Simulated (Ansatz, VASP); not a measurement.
Nb in VASP and in Ansatz

```
Nb
1.0
    -1.69723    1.66395    1.66395
     1.66395   -1.69723    1.66395
     1.66395    1.66395   -1.69723
Nb
1
Direct
  0.00000 0.00000 0.00000
```

Change from the starting cell: equal xy, yz and zx shear strains of -2 %.

Alike in both runs: task single point; functional PBE; k mesh 14 × 14 × 14; occupations fermi-dirac, width 0.05 eV; no spin polarisation.

|  | VASP | Ansatz |
| --- | --- | --- |
| version | VASP 6.6.1 | Ansatz 0.2.0 |
| potentials or method | VASP PAW PBE potentials, release 64 (Nb_sv), cutoff 520 eV | all-electron LAPW, scalar-relativistic |

```csv
,VASP,Ansatz,Ansatz less VASP
pressure (GPa),-2.6,-2.3,+0.29
"traceless stress, the component that is largest in VASP (GPa)",-0.15,-0.17,-0.015
```

Ansatz ran all-electron here, and VASP with PAW potentials.
